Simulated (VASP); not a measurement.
Input of a VASP 6.6.1 run:

Contents of INCAR:

```
PREC = Accurate ; ENCUT = 600
EDIFF = 1E-7 ; ISMEAR = -1
SIGMA = 0.05 ; LREAL = False
LASPH = True ; NELM = 150
ALGO = Normal ; ISIF = 3
LWAVE = False ; LCHARG = False
ISPIN = 2 ; MAGMOM = 1
LORBIT = 11 ; LMAXMIX = 4
GGA = CA ; IBRION = 2
NSW = 32 ; EDIFFG = -0.005
PSTRESS = 3900.0
```

File KPOINTS:

```
regular mesh
0
Gamma
  22 22 20
```

Contents of POSCAR:

```
Ni
1.0
    1.9775877420      0.0000000000      0.0000000000
   -0.9887938710      1.7126412228      0.0000000000
    0.0000000000      0.0000000000      1.8872973656
Ni
1
Direct
    0.0000000000      0.0000000000      0.0000000000
```

Potentials or basis: VASP PAW LDA potentials, release 64 (Ni).

Launch:

```console
$ cat potpaw_LDA.64/Ni/POTCAR > POTCAR
$ mpirun -np 1 vasp_std > vasp.out
```

Problem. What does it give for the net moment?

Solution. 0.00 μB per cell.

Problem. What does it give for the band gap on the k mesh?

Solution. Zero (filled and empty bands overlap).

Problem. Predict the relaxed cell.

Solution. a = 1.978 Å, b = 1.978 Å, c = 1.882 Å, α = 90.00°, β = 90.00°, γ = 120.00°.

Problem. Predict the space group after relaxing (to 0.05 Å).

Solution. P6/mmm (No. 191).

Stress tensor (GPa, compression positive):
```
390.02   0.00   0.00
  0.00 390.02   0.00
  0.00   0.00 389.90
```

Caveat: the cell is relaxed towards a set pressure, so the enthalpy falls and the energy may rise.
